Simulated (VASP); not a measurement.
# BAs: single point with LDA

BAs:

```xyz
2
Lattice="0.0000 2.4840 2.1974 2.4840 0.0000 2.1974 2.4840 2.4840 0.0000" Properties=species:S:1:pos:R:3 pbc="T T T"
B     0.0000    0.0000    0.0000
As    3.7261    3.7261    3.2961
```

This cell differs from its parent crystal: strain +0.040 along x and y, -0.080 along z.

```
Program             : VASP 6.6.1
Task                : single point
Functional          : LDA
Potentials or basis : VASP PAW LDA potentials, release 64 (B, As)
Cutoff              : 520 eV
k mesh              : 10 × 10 × 10
Occupations         : gaussian, width 0.05 eV
Spin                : no spin polarisation
```

```
Pressure               : -2.7 GPa
Band gap on the k mesh : zero (band 4 reaches 6.91 eV, above the bottom of band 5 at 6.31 eV)
```

Stress tensor (GPa, compression positive):
```
-9.47  0.00  0.00
 0.00 -9.47  0.00
 0.00  0.00 10.92
```

Levels at points of the mesh, in eV from the Fermi level:
```tsv
k point	band 1	band 2	band 3	band 4	band 5	band 6	band 7	band 8
(0.00, 0.00, 0.00)	-15.62	-0.56	-0.56	0.48	2.61	3.41	3.41	4.41
(0.50, 0.00, 0.00)	-12.72	-8.97	-2.68	-1.39	1.93	4.04	5.63	8.71
(0.50, 0.50, 0.00)	-10.81	-7.94	-5.02	-5.02	0.19	0.31	11.06	11.06
(0.50, 0.00, 0.50)	-11.77	-8.98	-3.93	-3.75	1.69	1.76	9.83	11.12
```

Run time: 28 s on 1 thread of Intel(R) Xeon(R) Platinum 8259CL CPU @ 2.50GHz (Skylake/Cascade Lake) (shared host), peak memory 0.16 GiB.

Caveat: the cell differs from its parent crystal (strain +0.040 along x and y, -0.080 along z).
